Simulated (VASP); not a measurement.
# OH2 in VASP: single point with PBE+D3(BJ)

Aim: the single point of OH2 with PBE+D3(BJ).

Everything below comes from runs of VASP 6.6.1. Logs are shortened: lines on timing, memory, paths and dates and some standing lists are left out, and cuts for length are marked.

### 1 The cell of the first run

The cell holds a molecule in a box, 3 atoms: a = 8.110 Å, b = 8.123 Å, c = 27.476 Å, α = 90.00°, β = 90.00°, γ = 90.00°.

### 2 Single point, PBE+D3(BJ)

Input file INCAR:

```
PREC     = Accurate       # precision mode
ENCUT    = 1000           # plane-wave cutoff, eV
EDIFF    = 1E-6           # SCF threshold, eV
ISMEAR   = 0              # smearing method
SIGMA    = 0.05           # smearing width, eV
LREAL    = False          # projectors in reciprocal space
LASPH    = True           # aspherical terms in the spheres
NELM     = 120            # most SCF steps
ALGO     = Normal         # electronic algorithm
ISIF     = 2              # what is computed and relaxed
LWAVE    = False          # write WAVECAR
LCHARG   = False          # write CHGCAR
LDIPOL   = True         
IDIPOL   = 3            
DIPOL    = 0.5 0.5 0.696
GGA      = PE             # functional
IVDW     = 12             # dispersion correction
NBANDS   = 11             # bands
GGA_COMPAT= False        
NELMDL   = -8
```

Input file KPOINTS:

```
regular mesh
0
Gamma
  2 2 1
```

Input file POSCAR:

```
H2O
1.0
    8.1097874832      0.0000000000      0.0000000000
    0.0000000000      8.1227572128      0.0000000000
    0.0000000000      0.0000000000     27.4762880699
O H
1 2
Direct
   -0.0291220852      0.9665467849      0.7027635266
    0.0148202978      1.0372626577      0.6770466798
    0.0583936006      0.8873948241      0.7085668944
```

Potentials or basis: VASP PAW PBE potentials, release 64 (O_h, H_h).

The run is started by

```
> cat potpaw_PBE.64/O_h/POTCAR potpaw_PBE.64/H_h/POTCAR > POTCAR
> mpirun -np 1 vasp_std > vasp.out
```

OUTCAR:

```text
PREC = Accurate
   ENCUT = 1000
   EDIFF = 1E-6
   ISMEAR = 0
   LREAL = False
   LASPH = True
   NELM = 120
   ISIF = 2
   GGA = PE
   IVDW = 12
   NELMDL = -8
 IVDW          = 12

 ion  position               nearest neighbor table
   1  0.971  0.967  0.703-   3 0.97   2 0.98
   2  0.015  0.037  0.677-   1 0.98
   3  0.058  0.887  0.709-   1 0.97

  LATTYP: Found a simple orthorhombic cell.
 ALAT       =     8.1097874832
 B/A-ratio  =     1.0015992687
 C/A-ratio  =     3.3880404544

  Lattice vectors:

 A1 = (   8.1097874832,   0.0000000000,   0.0000000000)
 A2 = (   0.0000000000,   8.1227572128,   0.0000000000)
 A3 = (   0.0000000000,   0.0000000000,  27.4762880699)

Analysis of symmetry for initial positions (statically):
=====================================================================
 Subroutine PRICEL returns:
 Original cell was already a primitive cell.

 Routine SETGRP: Setting up the symmetry group for a
 simple orthorhombic supercell.

 Subroutine GETGRP returns: Found  1 space group operations
 (whereof  1 operations were pure point group operations)
 out of a pool of  8 trial point group operations.

The static configuration has the point symmetry C_1 .

Analysis of symmetry for dynamics (positions and initial velocities):
=====================================================================
 Subroutine PRICEL returns:
 Original cell was already a primitive cell.

 Routine SETGRP: Setting up the symmetry group for a
 simple orthorhombic supercell.

 Subroutine GETGRP returns: Found  1 space group operations
 (whereof  1 operations were pure point group operations)
 out of a pool of  8 trial point group operations.

The dynamic configuration has the point symmetry C_1 .

 Subroutine INISYM returns: Found  1 space group operations
 (whereof  1 operations are pure point group operations),
 and found     1 'primitive' translations

----------------------------------------------------------------------------------------

                                     Primitive cell

  volume of cell :    1809.9685

  direct lattice vectors                    reciprocal lattice vectors
     8.109787483  0.000000000  0.000000000     0.123307793  0.000000000  0.000000000
     0.000000000  8.122757213  0.000000000     0.000000000  0.123110906  0.000000000
     0.000000000  0.000000000 27.476288070     0.000000000  0.000000000  0.036395018

  length of vectors
     8.109787483  8.122757213 27.476288070     0.123307793  0.123110906  0.036395018

  position of ions in fractional coordinates (direct lattice)
     0.970877915  0.966546785  0.702763527
[... 78 lines left out ...]
     AMIX     =   0.40;   BMIX     =  1.00
     AMIX_MAG =   1.60;   BMIX_MAG =  1.00
  volume/ion in A,a.u.               =     603.32      4071.42
  Fermi-wavevector in a.u.,A,eV,Ry     =   0.268667  0.507707  0.982096  0.072182
  Thomas-Fermi vector in A             =   1.105252
   LORBIT       =      0    0 simple, 1 ext, 2 COOP (PROOUT), +10 PAW based schemes
   GGA     = PE    functional components
   LHFCALC =     F    Hartree Fock is set to
   AEXX    =    0.0000 exact exchange contribution
   IVDW    =    12    specifies the selected vdW correction
   LEPSILON=     F    determine dielectric tensor
   LRPA    =     F    only Hartree local field effects (RPA)
 non-spin polarized calculation
 Gauss-broadening in eV      SIGMA  =   0.05
  energy-cutoff  :     1000.00
  volume of cell :     1809.97
 maximum number of plane-waves:    130028
 NGX is ok and might be reduce to    84
   NGX = 41   NGY = 41   NGZ =141

 dipolmoment           0.000000      0.000000     -0.000002 electrons x Angstroem

 number of electron       7.9999999 magnetization

 dipolmoment           0.000000      0.000000      0.166626 electrons x Angstroem

 Free energy of the ion-electron system (eV)
  ---------------------------------------------------
  ext. energy  EPLUGINS =         0.00000000
  ---------------------------------------------------
  free energy    TOTEN  =       -14.29405665 eV

  energy without entropy =      -14.29405665  energy(sigma->0) =      -14.29405665

 E-fermi :  -6.9128     XC(G=0):  -0.3152

 val. band max:       -7.1642197700   @ k =   0.0000   0.0000   0.0000
 cond. band min:      -1.1088356475   @ k =   0.0000   0.0000   0.0000
 fundamental gap:      6.0553841225
 Fermi energy:        -6.9128169064

 k-point     1 :       0.0000    0.0000    0.0000
  band No.  band energies     occupation
      1     -25.1793      2.00000
      2     -12.9681      2.00000
      3      -9.2820      2.00000
      4      -7.1642      2.00000
      5      -1.1088      0.00000
      6      -0.0684      0.00000
      7       0.1981      0.00000
      8       0.5841      0.00000
      9       0.6213      0.00000
     10       1.1863      0.00000
     11       1.2508      0.00000
[... 29 lines left out ...]
 k-point     4 :       0.5000    0.5000    0.0000
  band No.  band energies     occupation
      1     -25.1793      2.00000
      2     -12.9682      2.00000
      3      -9.2822      2.00000
      4      -7.1646      2.00000
      5      -0.7428      0.00000
      6       0.3879      0.00000
      7       0.7311      0.00000
      8       0.9358      0.00000
      9       0.9871      0.00000
     10       1.0997      0.00000
     11       1.1219      0.00000

------------------------ aborting loop because EDIFF is reached ----------------------------------------

 vacuum level on the upper side and lower side of the slab       (xc-potential included)         0.222        -0.230

 Edisp (eV)   -0.01002

 E8    (eV) :    -0.0023

  FORCE on cell =-STRESS in cart. coord.  units (eV):
  Direction    XX          YY          ZZ          XY          YZ          ZX
  --------------------------------------------------------------------------------------
  -------------------------------------------------------------------------------------
  Total      -0.10355    -0.16722    -0.22079    -0.05780     0.16672     0.08852
  in kB      -0.09166    -0.14802    -0.19544    -0.05117     0.14758     0.07836
  external pressure =       -0.15 kB  Pullay stress =        0.00 kB

 VOLUME and BASIS-vectors are now :
 -----------------------------------------------------------------------------
  energy-cutoff  :     1000.00
  volume of cell :     1809.97
      direct lattice vectors                 reciprocal lattice vectors
     8.109787483  0.000000000  0.000000000     0.123307793  0.000000000  0.000000000
     0.000000000  8.122757213  0.000000000     0.000000000  0.123110906  0.000000000
     0.000000000  0.000000000 27.476288070     0.000000000  0.000000000  0.036395018

 POSITION                                       TOTAL-FORCE (eV/Angst)
 -----------------------------------------------------------------------------------
      7.87361      7.85102     19.30933         0.157812      0.193130     -0.297690
      0.12019      0.30268     18.60273        -0.131056     -0.227919      0.291470
      0.47356      7.20809     19.46879        -0.026756      0.034790      0.006221
 -----------------------------------------------------------------------------------
    total drift:                               -0.000040      0.000321     -0.000641

  FREE ENERGIE OF THE ION-ELECTRON SYSTEM (eV)
  ---------------------------------------------------
  free  energy   TOTEN  =       -14.3040807188 eV

  energy  without entropy=      -14.3040807188  energy(sigma->0) =      -14.30408072

 vacuum level on the upper side and lower side of the slab         0.284        -0.174
```

OSZICAR:

```text
N       E                     dE             d eps       ncg     rms          rms(c)
DAV:   1     0.741859235363E+02    0.74186E+02   -0.19876E+03   120   0.539E+02
DAV:   2     0.104091060578E+02   -0.63777E+02   -0.61935E+02   158   0.748E+01
DAV:   3    -0.145910846891E+02   -0.25000E+02   -0.24955E+02   117   0.720E+01
[... 18 lines left out ...]
DAV:  22    -0.142940466663E+02   -0.89745E-05   -0.24396E-07   114   0.203E-03    0.294E-04
DAV:  23    -0.142940526428E+02   -0.59765E-05   -0.15386E-07   114   0.131E-03    0.117E-04
DAV:  24    -0.142940549595E+02   -0.23166E-05   -0.19704E-08   117   0.574E-04    0.671E-05
DAV:  25    -0.142940563425E+02   -0.13830E-05   -0.37840E-09   106   0.419E-04    0.354E-05
DAV:  26    -0.142940566524E+02   -0.30999E-06    0.11417E-08   117   0.158E-04
   1 F= -.14304081E+02 E0= -.14304081E+02  d E =-.285816E-12
```

stdout:

```text
POSCAR found type information on POSCAR O H
 POSCAR found :  2 types and       3 ions
 scaLAPACK will be used
 LDA part: xc-table for (Slater+PW92), standard interpolation
 POSCAR, INCAR and KPOINTS ok, starting setup
 FFT: planning ... GRIDC
 FFT: planning ... GRID_SOFT
 FFT: planning ... GRID
 WAVECAR not read
 entering main loop
```

Run time: 19 min. Hardware: 1 thread of Intel Xeon Platinum 8375C at 2.90GHz (Ice Lake), shared host; peak memory 3 GiB.

What came out:

```
Free energy                     : -14.3041 eV
Largest force                   : 0.393 eV/Å
Gap between the frontier levels : 6.06 eV
Dispersion energy per atom      : -0.003 eV
```

Forces in eV/Å, atoms in the order of the input:
```
O    0.158  0.193 -0.298
H   -0.131 -0.228  0.291
H   -0.027  0.035  0.006
```

Levels at points of the mesh, in eV from the valence-band top:
```csv
k point,band 1,band 2,band 3,band 4,band 5,band 6,band 7,band 8,band 9
"(0.00, 0.00, 0.00)",-18.02,-5.80,-2.12,0.00,6.06,7.10,7.36,7.75,7.79
"(0.50, 0.00, 0.00)",-18.02,-5.80,-2.12,0.00,6.23,7.43,7.63,7.74,7.85
"(0.00, 0.50, 0.00)",-18.02,-5.80,-2.12,0.00,6.27,7.26,7.63,7.71,7.88
"(0.50, 0.50, 0.00)",-18.02,-5.80,-2.12,0.00,6.42,7.55,7.90,8.10,8.15
```
